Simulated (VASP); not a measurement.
# I (Pm-3m) in VASP: single point with PBE

Aim: the single point of I with PBE.

Program: VASP 6.6.1. These are calculated values, not measurements. Logs are shortened: lines on timing, memory, paths and dates and some standing lists are left out, and cuts for length are marked.

### 1 The cell of the first run

It takes space group Pm-3m (No. 221, cubic). Conventional cell: a = 3.477 Å, b = 3.477 Å, c = 3.477 Å, α = 90.00°, β = 90.00°, γ = 90.00°. I (site symmetry m-3m) has 6 I at 3.48 Å within 4.6 Å.

### 2 Single point, PBE

The input, INCAR:

```
PREC = Accurate
ENCUT = 520
EDIFF = 1E-6
ISMEAR = -1
SIGMA = 0.13605693000000002
LREAL = F
LASPH = T
NELM = 60
ALGO = Normal
ISIF = 2
LWAVE = F
LCHARG = F
GGA = PE
NBANDS = 10
```

The input, KPOINTS:

```
regular mesh
0
Gamma
  10 10 10
```

The input, POSCAR:

```
I
1.0
    3.4765783076      0.0000000000      0.0000000000
    0.0000000000      3.4765783076      0.0000000000
    0.0000000000      0.0000000000      3.4765783076
I
1
Direct
    0.0000000000      0.0000000000      0.0000000000
```

Potentials or basis: VASP PAW PBE potentials, release 64 (I).

Started as:

```
> cat potpaw_PBE.64/I/POTCAR > POTCAR
> mpirun -np 1 vasp_std > vasp.out
```

OUTCAR:

```text
PREC = Accurate
   ENCUT = 520
   EDIFF = 1E-6
   ISMEAR = -1
   LREAL = F
   LASPH = T
   NELM = 60
   ISIF = 2
   GGA = PE

 ion  position               nearest neighbor table
   1  0.000  0.000  0.000-

  LATTYP: Found a simple cubic cell.
 ALAT       =     3.4765783076

  Lattice vectors:

 A1 = (   3.4765783076,   0.0000000000,   0.0000000000)
 A2 = (   0.0000000000,   3.4765783076,   0.0000000000)
 A3 = (   0.0000000000,   0.0000000000,   3.4765783076)

Analysis of symmetry for initial positions (statically):
=====================================================================
 Subroutine PRICEL returns:
 Original cell was already a primitive cell.

 Routine SETGRP: Setting up the symmetry group for a
 simple cubic supercell.

 Subroutine GETGRP returns: Found 48 space group operations
 (whereof 48 operations were pure point group operations)
 out of a pool of 48 trial point group operations.

The static configuration has the point symmetry O_h .

Analysis of symmetry for dynamics (positions and initial velocities):
=====================================================================
 Subroutine PRICEL returns:
 Original cell was already a primitive cell.

 Routine SETGRP: Setting up the symmetry group for a
 simple cubic supercell.

 Subroutine GETGRP returns: Found 48 space group operations
 (whereof 48 operations were pure point group operations)
 out of a pool of 48 trial point group operations.

The dynamic configuration has the point symmetry O_h .

 Subroutine INISYM returns: Found 48 space group operations
 (whereof 48 operations are pure point group operations),
 and found     1 'primitive' translations

----------------------------------------------------------------------------------------

                                     Primitive cell

  volume of cell :      42.0200

  direct lattice vectors                    reciprocal lattice vectors
     3.476578308  0.000000000  0.000000000     0.287639142  0.000000000  0.000000000
     0.000000000  3.476578308  0.000000000     0.000000000  0.287639142  0.000000000
     0.000000000  0.000000000  3.476578308     0.000000000  0.000000000  0.287639142

  length of vectors
     3.476578308  3.476578308  3.476578308     0.287639142  0.287639142  0.287639142

  position of ions in fractional coordinates (direct lattice)
     0.000000000  0.000000000  0.000000000

  ion indices of the primitive-cell ions
   primitive index   ion index
                 1           1

[... 79 lines left out ...]
   POTIM  = 0.5000    time-step for ionic-motion
   TEBEG  =    0.0;   TEEND  =   0.0 temperature during run
   PSTRESS=    0.0 pullay stress
   NELECT =       7.0000    total number of electrons
   NUPDOWN=      -1.0000    fix difference up-down
   EMIN   =  10.00;   EMAX   =-10.00  energy-range for DOS
   EFERMI =   0.00;   METHOD = LEGACY
   ISMEAR =    -1;   SIGMA  =   0.14  broadening in eV -4-tet -1-fermi 0-gaus
   EFERMI_NEDOS =   21; number of points for ismear=-14 and -15
   IALGO  =     38    algorithm
   IMIX   =      4    mixing-type and parameters
     AMIX     =   0.40;   BMIX     =  1.00
     AMIX_MAG =   1.60;   BMIX_MAG =  1.00
  volume/ion in A,a.u.               =      42.02       283.56
  Fermi-wavevector in a.u.,A,eV,Ry     =   0.900787  1.702241 11.040004  0.811417
  Thomas-Fermi vector in A             =   2.023788
   LORBIT       =      0    0 simple, 1 ext, 2 COOP (PROOUT), +10 PAW based schemes
   GGA     = PE    functional components
   LHFCALC =     F    Hartree Fock is set to
   AEXX    =    0.0000 exact exchange contribution
   IVDW    =     0    specifies the selected vdW correction
   LEPSILON=     F    determine dielectric tensor
   LRPA    =     F    only Hartree local field effects (RPA)
 non-spin polarized calculation
  energy-cutoff  :      520.00
  volume of cell :       42.02
 maximum number of plane-waves:      1147
 NGX is ok and might be reduce to    28
   NGX = 13   NGY = 13   NGZ = 13

 number of electron       6.9999999 magnetization

 Free energy of the ion-electron system (eV)
  ---------------------------------------------------
  ext. energy  EPLUGINS =         0.00000000
  ---------------------------------------------------
  free energy    TOTEN  =        -1.23376977 eV

  energy without entropy =       -1.15076531  energy(sigma->0) =       -1.19226754

 E-fermi :   3.0860     XC(G=0):  -8.1132

 val. band max:        3.0778090702   @ k =   0.5000   0.1000   0.1000
 cond. band min:       3.1365338907   @ k =   0.4000   0.2000   0.1000
 fundamental gap:      0.0587248204
 Fermi energy:         3.0860207135

 k-point     1 :       0.0000    0.0000    0.0000
  band No.  band energies     occupation
      1     -10.2961      2.00000
      2       2.9459      1.47375
      3       2.9459      1.47375
      4       2.9459      1.47375
      5       8.5242      0.00000
      6       9.7148      0.00000
      7       9.7148      0.00000
      8      18.7584      0.00000
      9      18.7584      0.00000
     10      18.7584      0.00000
[... 287 lines left out ...]
 k-point    24 :       0.3000    0.1000    0.1000
  band No.  band energies     occupation
      1      -9.6851      2.00000
      2      -0.0837      2.00000
      3       2.7711      1.82019
      4       2.8191      1.75340
      5      10.5272      0.00000
      6      11.2811      0.00000
      7      12.6776      0.00000
      8      13.5103      0.00000
      9      15.4069      0.00000
     10      16.7974      0.00000

 [... further k-points ...]

------------------------ aborting loop because EDIFF is reached ----------------------------------------

  FORCE on cell =-STRESS in cart. coord.  units (eV):
  Direction    XX          YY          ZZ          XY          YZ          ZX
  --------------------------------------------------------------------------------------
  -------------------------------------------------------------------------------------
  Total       -0.0016626     -0.0016626     -0.0016626      0.0000000      0.0000000      0.0000000
  in kB       -0.0633923     -0.0633923     -0.0633923      0.0000000      0.0000000      0.0000000
  external PRESSURE =      -0.0633923 kB  Pullay stress =       0.0000000 kB

 VOLUME and BASIS-vectors are now :
 -----------------------------------------------------------------------------
  energy-cutoff  :      520.00
  volume of cell :       42.02
      direct lattice vectors                 reciprocal lattice vectors
     3.476578308  0.000000000  0.000000000     0.287639142  0.000000000  0.000000000
     0.000000000  3.476578308  0.000000000     0.000000000  0.287639142  0.000000000
     0.000000000  0.000000000  3.476578308     0.000000000  0.000000000  0.287639142

 POSITION                                       TOTAL-FORCE (eV/Angst)
 -----------------------------------------------------------------------------------
      0.00000      0.00000      0.00000         0.000000      0.000000      0.000000
 -----------------------------------------------------------------------------------
    total drift:                                0.000000      0.000000      0.000000

  FREE ENERGIE OF THE ION-ELECTRON SYSTEM (eV)
  ---------------------------------------------------
  free  energy   TOTEN  =        -1.2337697729 eV

  energy  without entropy=       -1.1507653094  energy(sigma->0) =       -1.19226754
```

OSZICAR:

```text
N       E                     dE             d eps       ncg     rms          rms(c)
DAV:   1     0.216413615213E+02    0.21641E+02   -0.24296E+03  1120   0.493E+02
DAV:   2    -0.305171978443E+00   -0.21947E+02   -0.21364E+02  1464   0.826E+01
DAV:   3    -0.122106684284E+01   -0.91589E+00   -0.90162E+00  1364   0.175E+01
DAV:   4    -0.123096622603E+01   -0.98994E-02   -0.98911E-02  1380   0.225E+00
DAV:   5    -0.123112502452E+01   -0.15880E-03   -0.15880E-03  1406   0.271E-01    0.408E+00
DAV:   6    -0.123246574959E+01   -0.13407E-02   -0.10013E-03  1280   0.174E-01    0.248E+00
DAV:   7    -0.123374082978E+01   -0.12751E-02   -0.20973E-03  1214   0.257E-01    0.729E-02
DAV:   8    -0.123376351887E+01   -0.22689E-04   -0.77349E-05  1334   0.457E-02    0.208E-02
DAV:   9    -0.123376947509E+01   -0.59562E-05   -0.65675E-06  1276   0.140E-02    0.682E-03
DAV:  10    -0.123376977290E+01   -0.29782E-06   -0.12405E-06  1286   0.489E-03
   1 F= -.12337698E+01 E0= -.11922675E+01  d E =-.830045E-01
```

Run time: 8.5 s. Hardware: 1 thread of Intel Xeon Platinum 8488C (Sapphire Rapids), shared host; peak memory 0.16 GiB.

Results:

* Free energy: -1.2338 eV
* Pressure: 0.0 GPa

Levels at points of the mesh, in eV from the Fermi level:
| k point | band 1 | band 2 | band 3 | band 4 | band 5 | band 6 | band 7 | band 8 |
| --- | --- | --- | --- | --- | --- | --- | --- | --- |
| (0.00, 0.00, 0.00) | -13.38 | -0.14 | -0.14 | -0.14 | 5.44 | 6.63 | 6.63 | 15.67 |
| (0.50, 0.00, 0.00) | -12.59 | -4.48 | 0.50 | 0.50 | 7.85 | 7.88 | 9.49 | 10.46 |
| (0.50, 0.50, 0.00) | -11.82 | -3.58 | -3.58 | 1.08 | 3.93 | 9.36 | 11.72 | 11.72 |
| (0.50, 0.50, 0.50) | -11.06 | -2.79 | -2.79 | -2.79 | 5.65 | 5.65 | 5.65 | 8.77 |

Caveat: spin-orbit coupling is left out, which moves the levels of the heavy elements; an odd number of electrons without spin polarisation forces a metal; a magnetic or distorted state may lie lower.
